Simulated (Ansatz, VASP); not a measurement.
## AlN: VASP beside Ansatz

```
Al N
1.0
     0.00000    2.20126    2.20126
     2.20126    0.00000    2.20126
     2.20126    2.20126    0.00000
Al N
1 1
Direct
  0.99142 0.01429 0.00858
  0.76654 0.72247 0.73346
```

Change from the starting cell: mode 4 frozen in at -0.097 Å and mode 5 at -0.024 Å (largest displacements).

Alike in both runs: task single point; functional PBE; k mesh 10 × 10 × 10; occupations gaussian, width 0.05 eV; no spin polarisation.

```csv
,VASP,Ansatz
version,VASP 6.6.1,Ansatz 0.2.0
potentials or method,"VASP PAW PBE potentials, release 64 (Al, N), cutoff 520 eV","scalar-relativistic, plane waves, PAW"
valence electrons in the cell,8,8
```

Ansatz gave:

```
gap on the k mesh at the Fermi level (eV)                     : 2.92
least direct gap on the mesh (eV)                             : 3.57
pressure (GPa)                                                : 2.6
traceless stress, the component that is largest in VASP (GPa) : -9.24
rms of the force components (eV/Å)                            : 1.203
```

What did VASP give for the same quantities?

gap on the k mesh at the Fermi level (eV): 2.92; least direct gap on the mesh (eV): 3.57; pressure (GPa): 2.5; traceless stress, the component that is largest in VASP (GPa): -9.27; rms of the force components (eV/Å): 1.206.

Atom by atom the forces differ by 0.003 eV/Å (rms over components).
